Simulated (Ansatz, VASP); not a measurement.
CoO in VASP and in Ansatz

INCAR

```
  ALGO = Normal
  EDIFF = 1E-6
  ENCUT = 700
  GGA = PE
  GGA_COMPAT = F
  ISIF = 2
  ISMEAR = -1
  ISPIN = 2
  LASPH = T
  LCHARG = T
  LELF = T
  LMAXMIX = 4
  LORBIT = 11
  LREAL = F
  LVHAR = T
  LWAVE = F
  MAGMOM = 2 0
  NBANDS = 22
  NELM = 200
  PREC = Accurate
  SIGMA = 0.05
```

Contents of KPOINTS:

```
k-points
0
Gamma
  11 11 10
```

File POSCAR:

```
CoO
1.0
    2.8839238876      0.0000000000      0.0000000000
   -1.4419670419      2.4975518047      0.0000000000
    0.0000000000      0.0000000000      2.7751006110
Co O
1 1
Direct
    0.0000000000      0.0000000000      0.5000000000
    0.6666700000      0.3333300000      0.0000000000
```

The input input.yaml:

```yaml
crystal:
  lattice:
    - [2.8839238876, 0.0, 0.0]
    - [-1.4419670419, 2.4975518047, 0.0]
    - [0.0, 0.0, 2.775100611]
  atoms:
    - { symbol: Co, position: [0.0, 0.0, 0.5], spin: 2.0 }
    - { symbol: O, position: [0.66667, 0.33333, 0.0] }
hamiltonian:
  xc: pbe
  pseudopotentials: { kind: paw }
magnetization:
  spin_polarized: true
kpoints:
  mp_grid: { grid: [11, 11, 10] }
scf:
  occupations: { method: fermi_dirac, width: 0.05 }
output:
  forces: true
  stress: true
  eigenvalues: true
```

Alike in both runs: task single point; functional PBE; k mesh 11 × 11 × 10; occupations fermi-dirac, width 0.05 eV; collinear spin.

|  | VASP | Ansatz |
| --- | --- | --- |
| version | VASP 6.6.1 | Ansatz 0.2.0 |
| potentials or method | VASP PAW PBE potentials, release 64 (Co_sv, O) | Ansatz PAW |
| plane-wave cutoff (eV) | 700 | 420 |
| valence electrons in the cell | 23 | 23 |

VASP gave:

```
gap on the k mesh at the Fermi level (eV)                     : none
pressure (GPa)                                                : -10.9
traceless stress, the component that is largest in VASP (GPa) : -1.98
net moment per atom (μB)                                      : 1.50
size of the moment on the site where the two differ most (μB) : 0.38
```

**Question.** What did Ansatz give for the same quantities?

**Answer.** gap on the k mesh at the Fermi level (eV): none; pressure (GPa): -9.5; traceless stress, the component that is largest in VASP (GPa): -1.90; net moment per atom (μB): 1.50; size of the moment on the site where the two differ most (μB): 0.41.

Site moments also hang on the region over which each program counts them. A gap of «none» marks a metal or a gap that the smearing closes.
